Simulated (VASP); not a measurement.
# Y5F (I4/m) in VASP: further runs

Runs on Y5F. Level: PBE. Tasks: single point.

Everything below comes from runs of VASP 6.6.1. Logs are shortened: lines on timing, memory, paths and dates and some standing lists are left out, and cuts for length are marked.

### 1 The cell of the first run

Symmetry: I4/m, No. 87, tetragonal system. The conventional cell has a = 7.716 Å, b = 7.716 Å, c = 4.854 Å, α = 90.00°, β = 90.00°, γ = 90.00°. Within 3.2 Å of Y (site symmetry m) lie 1 F at 2.46 Å. Y (site symmetry 4/m) has 2 F at 2.43 Å within 3.2 Å. F (site symmetry 4/m) has 6 Y at 2.43 to 2.46 Å within 3.2 Å.

### 2 Single point, PBE (volume scaled by 0.88, then relaxed in part)

Input file INCAR:

```
PREC     = Accurate       # precision mode
ENCUT    = 520            # plane-wave cutoff, eV
EDIFF    = 1E-6           # SCF threshold, eV
ISMEAR   = 0              # smearing method
SIGMA    = 0.1            # smearing width, eV
LREAL    = F              # projectors in reciprocal space
LASPH    = T              # aspherical terms in the spheres
NELM     = 60             # most SCF steps
ALGO     = Normal         # electronic algorithm
ISIF     = 2              # what is computed and relaxed
LWAVE    = F              # write WAVECAR
LCHARG   = F              # write CHGCAR
GGA      = PE             # functional
NBANDS   = 40             # bands
```

Input file KPOINTS:

```
regular mesh
0
Gamma
  8 8 8
```

Input file POSCAR:

```
Y5F
1.0
   -3.8579960317      3.8579960317      2.4272228639
    3.8579960317     -3.8579960317      2.4272228639
    3.8579960317      3.8579960317     -2.4272228639
Y F
5 1
Direct
    0.8991769762      0.6976806799      0.5968576561
    0.1008230238      0.3023193201      0.4031423439
    0.3023193201      0.8991769762      0.2014962962
    0.6976806799      0.1008230238      0.7985037038
    0.5000000000      0.5000000000      0.0000000000
    0.0000000000      0.0000000000      0.0000000000
```

Potentials or basis: VASP PAW PBE potentials, release 64 (Y_sv, F).

Started as:

```bash
cat potpaw_PBE.64/Y_sv/POTCAR potpaw_PBE.64/F/POTCAR > POTCAR
mpirun -np 1 vasp_std > vasp.out
```

OUTCAR:

```text
PREC = Accurate
   ENCUT = 520
   EDIFF = 1E-6
   ISMEAR = 0
   LREAL = F
   LASPH = T
   NELM = 60
   ISIF = 2
   GGA = PE

 ion  position               nearest neighbor table
   1  0.899  0.698  0.597-   6 2.46   2 3.42   4 3.43   3 3.43   4 3.43   3 3.43   5 3.44   2 3.44
                             2 3.44   5 3.46   5 3.46   3 3.48   4 3.48
   2  0.101  0.302  0.403-   6 2.46   1 3.42   3 3.43   4 3.43   3 3.43   4 3.43   5 3.44   1 3.44
                             1 3.44   5 3.46   5 3.46   4 3.48   3 3.48
   3  0.302  0.899  0.201-   6 2.46   4 3.42   2 3.43   1 3.43   2 3.43   1 3.43   5 3.44   4 3.44
                             4 3.44   5 3.46   5 3.46   1 3.48   2 3.48
   4  0.698  0.101  0.799-   6 2.46   3 3.42   1 3.43   2 3.43   1 3.43   2 3.43   5 3.44   3 3.44
                             3 3.44   5 3.46   5 3.46   2 3.48   1 3.48
   5  0.500  0.500  0.000-   6 2.43   6 2.43   3 3.44   4 3.44   2 3.44   1 3.44   3 3.46   4 3.46
                             4 3.46   3 3.46   1 3.46   2 3.46   1 3.46   2 3.46
   6  0.000  0.000  0.000-   5 2.43   5 2.43   3 2.46   4 2.46   1 2.46   2 2.46

  LATTYP: Found a body centered tetragonal cell.
 ALAT       =     7.7159920634
 C/A-ratio  =     0.6291408399

  Lattice vectors:

 A1 = (  -3.8579960317,   3.8579960317,   2.4272228639)
 A2 = (   3.8579960317,  -3.8579960317,   2.4272228639)
 A3 = (   3.8579960317,   3.8579960317,  -2.4272228639)

Analysis of symmetry for initial positions (statically):
=====================================================================
 Subroutine PRICEL returns:
 Original cell was already a primitive cell.

 Routine SETGRP: Setting up the symmetry group for a
 body centered tetragonal supercell.

 Subroutine GETGRP returns: Found  8 space group operations
 (whereof  8 operations were pure point group operations)
 out of a pool of 16 trial point group operations.

The static configuration has the point symmetry C_4h.

Analysis of symmetry for dynamics (positions and initial velocities):
=====================================================================
 Subroutine PRICEL returns:
 Original cell was already a primitive cell.

 Routine SETGRP: Setting up the symmetry group for a
 body centered tetragonal supercell.

 Subroutine GETGRP returns: Found  8 space group operations
 (whereof  8 operations were pure point group operations)
 out of a pool of 16 trial point group operations.

The dynamic configuration has the point symmetry C_4h.

 Subroutine INISYM returns: Found  8 space group operations
 (whereof  8 operations are pure point group operations),
 and found     1 'primitive' translations

----------------------------------------------------------------------------------------

                                     Primitive cell

  volume of cell :     144.5084

  direct lattice vectors                    reciprocal lattice vectors
    -3.857996032  3.857996032  2.427222864     0.000000000  0.129600963  0.205996741
     3.857996032 -3.857996032  2.427222864     0.129600963  0.000000000  0.205996741
     3.857996032  3.857996032 -2.427222864     0.129600963  0.129600963  0.000000000

  length of vectors
     5.971572456  5.971572456  5.971572456     0.243374335  0.243374335  0.183283439

  position of ions in fractional coordinates (direct lattice)
     0.899176976  0.697680680  0.596857656
     0.100823024  0.302319320  0.403142344
     0.302319320  0.899176976  0.201496296
     0.697680680  0.100823024  0.798503704
     0.500000000  0.500000000  0.000000000
     0.000000000  0.000000000  0.000000000

  ion indices of the primitive-cell ions
   primitive index   ion index
                 1           1
                 2           2
                 3           3
                 4           4
                 5           5
                 6           6

----------------------------------------------------------------------------------------

 KPOINTS: regular mesh

Automatic generation of k-mesh.
 Grid dimensions read from file:
 generate k-points for:    8    8    8

 Generating k-lattice:

  Cartesian coordinates                     Fractional coordinates (reciprocal lattice)
     0.000000000  0.016200120  0.025749593     0.125000000  0.000000000  0.000000000
     0.016200120  0.000000000  0.025749593     0.000000000  0.125000000  0.000000000
     0.016200120  0.016200120  0.000000000     0.000000000  0.000000000  0.125000000

  Length of vectors
     0.030421792  0.030421792  0.022910430

  Shift w.r.t. Gamma in fractional coordinates (k-lattice)
     0.000000000  0.000000000  0.000000000

 Subroutine IBZKPT returns following result:
 ===========================================

 Found     78 irreducible k-points:

 Following reciprocal coordinates:
            Coordinates               Weight
  0.000000  0.000000  0.000000      1.000000
  0.125000  0.000000  0.000000      8.000000
  0.250000  0.000000  0.000000      8.000000
[... 34 lines left out ...]
   TEBEG  =    0.0;   TEEND  =   0.0 temperature during run
   PSTRESS=    0.0 pullay stress
   NELECT =      62.0000    total number of electrons
   NUPDOWN=      -1.0000    fix difference up-down
   EMIN   =  10.00;   EMAX   =-10.00  energy-range for DOS
   EFERMI =   0.00;   METHOD = LEGACY
   ISMEAR =     0;   SIGMA  =   0.10  broadening in eV -4-tet -1-fermi 0-gaus
   EFERMI_NEDOS =   21; number of points for ismear=-14 and -15
   IALGO  =     38    algorithm
   IMIX   =      4    mixing-type and parameters
     AMIX     =   0.40;   BMIX     =  1.00
     AMIX_MAG =   1.60;   BMIX_MAG =  1.00
  volume/ion in A,a.u.               =      24.08       162.53
  Fermi-wavevector in a.u.,A,eV,Ry     =   1.234737  2.333314 20.743096  1.524575
  Thomas-Fermi vector in A             =   2.369415
   LORBIT       =      0    0 simple, 1 ext, 2 COOP (PROOUT), +10 PAW based schemes
   GGA     = PE    functional components
   LHFCALC =     F    Hartree Fock is set to
   AEXX    =    0.0000 exact exchange contribution
   IVDW    =     0    specifies the selected vdW correction
   LEPSILON=     F    determine dielectric tensor
   LRPA    =     F    only Hartree local field effects (RPA)
 non-spin polarized calculation
 Gauss-broadening in eV      SIGMA  =   0.10
  energy-cutoff  :      520.00
  volume of cell :      144.51
 maximum number of plane-waves:      3937
 NGX is ok and might be reduce to    48
   NGX = 23   NGY = 23   NGZ = 23

 number of electron      61.9999993 magnetization

 Free energy of the ion-electron system (eV)
  ---------------------------------------------------
  ext. energy  EPLUGINS =         0.00000000
  ---------------------------------------------------
  free energy    TOTEN  =       -38.17668014 eV

  energy without entropy =      -38.14351757  energy(sigma->0) =      -38.16009885

 E-fermi :   4.2004     XC(G=0): -10.2047

 val. band max:        4.1985944234   @ k =  -0.1250   0.3750   0.1250
 cond. band min:       4.2022348081   @ k =  -0.3750   0.3750  -0.1250
 fundamental gap:      0.0036403847
 Fermi energy:         4.2004249993

 k-point     1 :       0.0000    0.0000    0.0000
  band No.  band energies     occupation
      1     -38.3137      2.00000
      2     -38.1921      2.00000
      3     -38.1221      2.00000
      4     -38.1221      2.00000
      5     -38.1221      2.00000
      6     -23.0452      2.00000
[... 32 lines left out ...]
     39       5.9864      0.00000
     40       6.4983      0.00000

 k-point     2 :       0.1250    0.0000    0.0000
  band No.  band energies     occupation
      1     -38.3077      2.00000
      2     -38.1923      2.00000
      3     -38.1286      2.00000
      4     -38.1238      2.00000
      5     -38.1195      2.00000
      6     -23.0716      2.00000
[... 32 lines left out ...]
     39       6.0772      0.00000
     40       6.6206      0.00000

 k-point     3 :       0.2500    0.0000    0.0000
  band No.  band energies     occupation
      1     -38.2929      2.00000
      2     -38.1905      2.00000
      3     -38.1360      2.00000
      4     -38.1294      2.00000
      5     -38.1221      2.00000
      6     -23.1331      2.00000
[... 853 lines left out ...]
  band No.  band energies     occupation
      1     -38.2931      2.00000
      2     -38.1951      2.00000
      3     -38.1456      2.00000
      4     -38.1208      2.00000
      5     -38.1177      2.00000
      6     -23.0713      2.00000
[... 32 lines left out ...]
     39       6.4378      0.00000
     40       6.6909      0.00000

 k-point    24 :      -0.2500    0.3750    0.0000
  band No.  band energies     occupation
      1     -38.2932      2.00000
      2     -38.1946      2.00000
      3     -38.1460      2.00000
      4     -38.1231      2.00000
      5     -38.1154      2.00000
      6     -23.0713      2.00000
[... 32 lines left out ...]
     39       6.3754      0.00000
     40       6.7026      0.00000

 [... further k-points ...]
[... 5 lines left out ...]
  --------------------------------------------------------------------------------------
  -------------------------------------------------------------------------------------
  Total        6.4292764      6.4292764      6.3585079     -0.0000001      0.0000000     -0.0000000
  in kB       71.2819347     71.2819347     70.4973186     -0.0000008      0.0000000     -0.0000000
  external PRESSURE =      71.0203960 kB  Pullay stress =       0.0000000 kB

 VOLUME and BASIS-vectors are now :
 -----------------------------------------------------------------------------
  energy-cutoff  :      520.00
  volume of cell :      144.51
      direct lattice vectors                 reciprocal lattice vectors
    -3.857996032  3.857996032  2.427222864     0.000000000  0.129600963  0.205996741
     3.857996032 -3.857996032  2.427222864     0.129600963  0.000000000  0.205996741
     3.857996032  3.857996032 -2.427222864     0.129600963  0.129600963  0.000000000

 POSITION                                       TOTAL-FORCE (eV/Angst)
 -----------------------------------------------------------------------------------
      1.52530      3.08005      2.42722        -0.010667     -0.003206      0.000000
      2.33269      0.77795     -0.00000         0.010667      0.003206      0.000000
      3.08005     -1.52530      2.42722        -0.003206      0.010667     -0.000000
      0.77795      5.38330     -0.00000         0.003206     -0.010667      0.000000
      0.00000      0.00000      2.42722        -0.000000     -0.000000     -0.000000
      0.00000      0.00000      0.00000        -0.000000      0.000000     -0.000000
 -----------------------------------------------------------------------------------
    total drift:                                0.000000      0.000000     -0.000000

  FREE ENERGIE OF THE ION-ELECTRON SYSTEM (eV)
  ---------------------------------------------------
  free  energy   TOTEN  =       -38.1766801399 eV

  energy  without entropy=      -38.1435175665  energy(sigma->0) =      -38.16009885
```

It took 7.8 min on 1 thread of Intel Xeon Platinum 8488C (Sapphire Rapids), shared host; peak memory 0.57 GiB.

What came out:

```
Free energy            : -38.1767 eV
Pressure               : 7.1 GPa
Largest force          : 0.011 eV/Å
Band gap on the k mesh : zero (band 31 reaches 4.48 eV, above the bottom of band 32 at 3.96 eV)
```

Forces in eV/Å, atoms in the order of the input:
```
Y   -0.011 -0.003  0.000
Y    0.011  0.003  0.000
Y   -0.003  0.011  0.000
Y    0.003 -0.011  0.000
Y    0.000  0.000  0.000
F    0.000  0.000  0.000
```

### 3 Single point, PBE (volume scaled by 0.91, then relaxed in part)

Input file INCAR:

```
SYSTEM = Y5F
PREC = Accurate ; ENCUT = 520
EDIFF = 1E-6 ; ISMEAR = 0
SIGMA = 0.1 ; LREAL = .FALSE.
LASPH = .TRUE. ; NELM = 100
ALGO = Normal ; ISIF = 2
LWAVE = .FALSE. ; LCHARG = .FALSE.
GGA = PE ; NBANDS = 40
```

Input file KPOINTS:

```
regular mesh
0
G
  8 8 8
  0 0 0
```

Input file POSCAR:

```
Y5F
1.0
   -3.9015395473      3.9015395473      2.4542562233
    3.9015395473     -3.9015395473      2.4542562233
    3.9015395473      3.9015395473     -2.4542562233
Y F
5 1
Direct
    0.8997296918      0.6979978429      0.5977275347
    0.1002703082      0.3020021571      0.4022724653
    0.3020021571      0.8997296918      0.2017318490
    0.6979978429      0.1002703082      0.7982681510
    0.5000000000      0.5000000000      0.0000000000
    0.0000000000      0.0000000000      0.0000000000
```

Potentials or basis: VASP PAW PBE potentials, release 64 (Y_sv, F).

Started as:

```bash
cat potpaw_PBE.64/Y_sv/POTCAR potpaw_PBE.64/F/POTCAR > POTCAR
mpirun -np 1 vasp_std > vasp.out
```

Wall time 8.5 min (1 thread of Intel Xeon Platinum 8488C (Sapphire Rapids), shared host); peak memory 0.58 GiB.

It converged, with:

```
Free energy            : -38.3622 eV
Pressure               : 4.9 GPa
Largest force          : 0.005 eV/Å
Band gap on the k mesh : zero (band 31 reaches 4.26 eV, above the bottom of band 32 at 3.76 eV)
```

Forces on the atoms (eV/Å):
```
Y   -0.003 -0.004  0.000
Y    0.003  0.004  0.000
Y   -0.004  0.003  0.000
Y    0.004 -0.003  0.000
Y    0.000  0.000  0.000
F    0.000  0.000  0.000
```

Stress tensor (GPa, compression positive):
```
4.94 0.00 0.00
0.00 4.94 0.00
0.00 0.00 4.86
```

Levels at points of the mesh, in eV from the Fermi level:
```tsv
k point	band 27	band 28	band 29	band 30	band 31	band 32	band 33	band 34	band 35	band 36
(0.00, 0.00, 0.00)	-0.87	-0.87	-0.26	-0.26	-0.05	0.24	0.25	0.34	0.83	0.83
(0.50, 0.00, 0.00)	-1.69	-0.73	-0.54	-0.02	0.02	0.35	0.39	0.46	0.79	1.18
(0.50, 0.50, 0.00)	-1.58	-1.21	-0.68	-0.54	-0.08	0.22	0.57	0.72	1.10	1.18
(0.50, 0.50, 0.50)	-2.00	-1.98	-1.21	-0.43	-0.43	-0.17	-0.06	0.05	1.17	1.79
```

### 4 Single point, PBE (volume scaled by 1.03, then relaxed in part)

Input file INCAR:

```
  PREC = Accurate
  ENCUT = 520
  EDIFF = 1E-6
  ISMEAR = 0
  SIGMA = 0.1
  LREAL = False
  LASPH = True
  NELM = 80
  ALGO = Normal
  ISIF = 2
  LWAVE = False
  LCHARG = False
  GGA = PE
  NBANDS = 40
```

Input file KPOINTS:

```
regular mesh
0
Gamma
  8 8 8
```

Input file POSCAR:

```
Y5F
1.0
   -4.0677056044      4.0677056044      2.5555755974
    4.0677056044     -4.0677056044      2.5555755974
    4.0677056044      4.0677056044     -2.5555755974
Y F
5 1
Direct
    0.9012363989      0.6993213620      0.6005577610
    0.0987636011      0.3006786380      0.3994422390
    0.3006786380      0.9012363989      0.2019150369
    0.6993213620      0.0987636011      0.7980849631
    0.5000000000      0.5000000000      0.0000000000
    0.0000000000      0.0000000000      0.0000000000
```

Started as:

```bash
cat potpaw_PBE.64/Y_sv/POTCAR potpaw_PBE.64/F/POTCAR > POTCAR
mpirun -np 1 vasp_std > vasp.out
```

It took 12 min on 1 thread of Oxide Virtual Turin-like, shared host; peak memory 0.58 GiB.

It converged, with:

- Free energy: -38.5516 eV
- Pressure: -1.4 GPa
- Largest force: 0.008 eV/Å
- Band gap on the k mesh: zero (band 31 reaches 3.50 eV, above the bottom of band 32 at 3.06 eV)

Forces in eV/Å, atoms in the order of the input:
```
Y   -0.008 -0.002  0.000
Y    0.008  0.002  0.000
Y   -0.002  0.008  0.000
Y    0.002 -0.008  0.000
Y    0.000  0.000  0.000
F    0.000  0.000  0.000
```

Levels at points of the mesh, in eV from the Fermi level:
```tsv
k point	band 28	band 29	band 30	band 31	band 32	band 33	band 34	band 35
(0.00, 0.00, 0.00)	-0.80	-0.21	-0.21	-0.03	0.10	0.19	0.37	0.71
(0.50, 0.00, 0.00)	-0.76	-0.61	0.02	0.07	0.20	0.39	0.40	0.72
(0.50, 0.50, 0.00)	-0.95	-0.57	-0.49	-0.08	0.28	0.56	0.58	0.97
(0.50, 0.50, 0.50)	-1.81	-0.96	-0.29	-0.29	-0.19	-0.08	0.07	1.11
```

### 5 Single point, PBE (volume scaled by 1.06, then relaxed in part)

Input file INCAR:

```
ALGO = Normal ; EDIFF = 1E-6
ENCUT = 520 ; GGA = PE
ISIF = 2 ; ISMEAR = 0
LASPH = True ; LCHARG = True
LELF = True ; LREAL = False
LVHAR = True ; LWAVE = False
NBANDS = 40 ; NELM = 80
PREC = Accurate ; SIGMA = 0.1
```

Input file KPOINTS:

```
k-points
0
Gamma
  8 8 8
```

Input file POSCAR:

```
Y5F
1.0
   -4.1069786773      4.1069786773      2.5799512786
    4.1069786773     -4.1069786773      2.5799512786
    4.1069786773      4.1069786773     -2.5799512786
Y F
5 1
Direct
    0.9015739295      0.6995194532      0.6010933827
    0.0984260705      0.3004805468      0.3989066173
    0.3004805468      0.9015739295      0.2020544764
    0.6995194532      0.0984260705      0.7979455236
    0.5000000000      0.5000000000      0.0000000000
    0.0000000000      0.0000000000      0.0000000000
```

Started as:

```bash
cat potpaw_PBE.64/Y_sv/POTCAR potpaw_PBE.64/F/POTCAR > POTCAR
mpirun -np 1 vasp_std > vasp.out
```

Run time: 11 min. Hardware: 1 thread of Oxide Virtual Turin-like, shared host; peak memory 0.59 GiB.

The run converged. Its results:

```yaml
Free_energy: -38.4933 eV
Pressure: -2.5 GPa
Largest_force: 0.006 eV/Å
Band_gap_on_the_k_mesh: zero (band 31 reaches 3.35 eV, above the bottom of band 32 at 2.91 eV)
```

Forces on the atoms (eV/Å):
```
Y   -0.006 -0.002  0.000
Y    0.006  0.002  0.000
Y   -0.002  0.006  0.000
Y    0.002 -0.006  0.000
Y    0.000  0.000  0.000
F    0.000  0.000  0.000
```

Levels at points of the mesh, in eV from the Fermi level:
| k point | band 29 | band 30 | band 31 | band 32 | band 33 | band 34 |
| --- | --- | --- | --- | --- | --- | --- |
| (0.00, 0.00, 0.00) | -0.20 | -0.20 | -0.02 | 0.07 | 0.19 | 0.38 |
| (0.50, 0.00, 0.00) | -0.62 | 0.03 | 0.07 | 0.17 | 0.39 | 0.39 |
| (0.50, 0.50, 0.00) | -0.54 | -0.48 | -0.07 | 0.29 | 0.56 | 0.56 |
| (0.50, 0.50, 0.50) | -0.90 | -0.25 | -0.25 | -0.23 | -0.06 | 0.09 |

### 6 Overview

```csv
cell,gap on the mesh (eV),pressure (GPa),largest force (eV/Å)
"a = 5.972 Å, angles 99.5, 99.5, 132.0°, 6 atoms",none,7.1,0.01
"a = 6.039 Å, angles 99.5, 99.5, 132.0°, 6 atoms",none,4.9,0.01
"a = 6.295 Å, angles 99.5, 99.5, 132.1°, 6 atoms",none,-1.4,0.01
"a = 6.355 Å, angles 99.5, 99.5, 132.1°, 6 atoms",none,-2.5,0.01
```

Alike in all rows: task single point; level PBE; potentials or basis VASP PAW PBE potentials, release 64 (Y_sv, F); no spin polarisation; k mesh 8 × 8 × 8; cutoff (eV) 520; smearing gaussian 0.1 eV.

Total energies depend on the potentials used, so only differences within one code and one set of settings carry meaning.
